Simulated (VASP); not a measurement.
TaH:

```
CELL_PARAMETERS angstrom
0.00000 2.27914 2.27914
2.27914 0.00000 2.27914
2.27914 2.27914 0.00000
ATOMIC_POSITIONS crystal
Ta 0.75000 0.75000 0.75000
H 0.50000 0.50000 0.50000
```

```yaml
Program: VASP 6.6.1
Task: relaxation of cell and atoms
Functional: PBE
Potentials_or_basis: VASP PAW PBE potentials, release 64 (Ta_pv, H)
Cutoff: 500 eV
k_mesh: 7 × 7 × 7
Occupations: gaussian, width 0.2 eV
Spin: no spin polarisation
```

At the start: pressure -15.3 GPa; volume 11.84 Å³/atom.

Q: Where does the relaxation end?

A: Over 3 steps the energy falls by 54.3 meV/atom and the volume is 10.80 Å³/atom (-8.7 %); space group F-43m (No. 216, to 0.05 Å).

The path:
| step | energy change (eV) | largest force (eV/Å) | pressure (GPa) | volume (Å³) |
| --- | --- | --- | --- | --- |
| 1 | 0.0000 | 0.0000 | -15.35 | 23.68 |
| 2 | -0.0247 | 0.0000 | 18.08 | 20.00 |
| 3 | -0.1085 | 0.0000 | -0.19 | 21.61 |

Final structure:
```
CELL_PARAMETERS angstrom
0.00000 2.21070 2.21070
2.21070 0.00000 2.21070
2.21070 2.21070 0.00000
ATOMIC_POSITIONS crystal
Ta 0.75000 0.75000 0.75000
H 0.50000 0.50000 0.50000
```
